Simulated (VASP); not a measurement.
Write the native input for VASP 6.6.1 that does the following.

```yaml
Task: single point
Functional: LDA
Potentials_or_basis: VASP PAW LDA potentials, release 64 (Sn_d, O)
Cutoff: 520 eV
k_mesh: 9 × 9 × 9
Occupations: fermi-dirac, width 0.05 eV
Spin: no spin polarisation
Dipole_correction: no
Further_INCAR_settings: ALGO = Normal; EDIFF = 1e-06; NBANDS = 35
```

The structure of SnO2 lies in POSCAR:

```
SnO2
1.0
   -1.9859885484      1.9859885484      5.0900752360
    1.9859885484     -1.9859885484      5.0900752360
    1.9859885484      1.9859885484     -5.0900752360
Sn O
2 4
Direct
    0.7500000000      0.2500000000      0.5000000000
    0.0000000000      0.0000000000      0.0000000000
    0.7970036589      0.7970036589      0.0000000000
    0.9529963411      0.4529963411      0.5000000000
    0.2029963411      0.2029963411      0.0000000000
    0.5470036589      0.0470036589      0.5000000000
```

These files were run (other wordings do the same):

INCAR

```
SYSTEM = SnO2
PREC = Accurate
ENCUT = 520
EDIFF = 1E-6
ISMEAR = -1
SIGMA = 0.05
LREAL = .False.
LASPH = .True.
NELM = 100
ALGO = Normal
ISIF = 2
LWAVE = .False.
LCHARG = .False.
NBANDS = 35
```

KPOINTS

```
Automatic mesh
0
Gamma
  9 9 9
  0 0 0
```

Potentials or basis: VASP PAW LDA potentials, release 64 (Sn_d, O).

Launch:

```bash
$ cat potpaw_LDA.64/Sn_d/POTCAR potpaw_LDA.64/O/POTCAR > POTCAR
$ mpirun -np 1 vasp_std > vasp.out
```

Results of the run:

```
Pressure               : 0.9 GPa
Largest force          : 0.040 eV/Å
Band gap on the k mesh : 1.76 eV, indirect (least direct gap 2.16 eV)
```

Caveat: spin-orbit coupling is left out, which moves the levels of the heavy elements.

Wall time 8 min on 1 thread of AMD EPYC 7R43 64-Core Processor (Zen 3), with other jobs on the host, peak memory 0.31 GiB.
